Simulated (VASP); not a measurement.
Set up this calculation in VASP 6.6.1, as the native input.

```
Task                               : single point
Functional                         : PBE0
Potentials or basis                : VASP PAW PBE potentials, release 64 (Ba_sv, Te)
Cutoff                             : 520 eV
k mesh                             : 4 × 4 × 4
Occupations                        : fermi-dirac, width 0.05 eV
Spin                               : no spin polarisation
Dipole correction                  : no
Grid for exact exchange (PRECFOCK) : Normal
Further INCAR settings             : ALGO = Normal; EDIFF = 1e-06; NBANDS = 15
Share of exact exchange            : 0.25
```

The system is BaTe.

```
Ba Te
1.0
     0.00000    3.47688    3.47688
     3.47688    0.00000    3.47688
     3.47688    3.47688    0.00000
Ba Te
1 1
Direct
  0.00000 0.00000 0.00000
  0.50000 0.50000 0.50000
```

One way to write it, as run:

POSCAR

```
BaTe
1.0
    0.0000000000      3.4768797245      3.4768797245
    3.4768797245      0.0000000000      3.4768797245
    3.4768797245      3.4768797245      0.0000000000
Ba Te
1 1
Direct
    0.0000000000      0.0000000000      0.0000000000
    0.5000000000      0.5000000000      0.5000000000
```

INCAR.step1

```
SYSTEM = BaTe
PREC = Accurate ; ENCUT = 520
EDIFF = 1E-5 ; ISMEAR = -1
SIGMA = 0.05 ; LREAL = .False.
LASPH = .True. ; NELM = 60
ALGO = Normal ; ISIF = 2
LWAVE = .True. ; LCHARG = .False.
GGA = PE ; NBANDS = 15
```

INCAR.step2

```
SYSTEM = BaTe
PREC = Accurate ; ENCUT = 520
EDIFF = 1E-6 ; ISMEAR = -1
SIGMA = 0.05 ; LREAL = .False.
LASPH = .True. ; NELM = 60
ALGO = Normal ; ISIF = 2
LWAVE = .False. ; LCHARG = .False.
GGA = PE ; LHFCALC = .True.
AEXX = 0.25 ; PRECFOCK = Normal
ISTART = 1 ; NBANDS = 15
```

KPOINTS

```
regular mesh
0
Gamma
  4 4 4
  0 0 0
```

Potentials or basis: VASP PAW PBE potentials, release 64 (Ba_sv, Te).

Run with:

```bash
$ cat potpaw_PBE.64/Ba_sv/POTCAR potpaw_PBE.64/Te/POTCAR > POTCAR
$ cp INCAR.step1 INCAR
$ mpirun -np 1 vasp_std > vasp.out
$ cp INCAR.step2 INCAR
$ mpirun -np 1 vasp_std > vasp.out
```

It gave:

The pressure is 1.5 GPa and the band gap on the k mesh is 2.87 eV (least direct gap 3.31 eV).

Caveat: the PAW data sets were made with another functional, which shifts forces and pressure a little; spin-orbit coupling is left out, which moves the levels of the heavy elements.

Wall time 11 min on 1 thread of AMD EPYC 7R43 64-Core Processor (Zen 3), with other jobs on the host, peak memory 0.21 GiB.
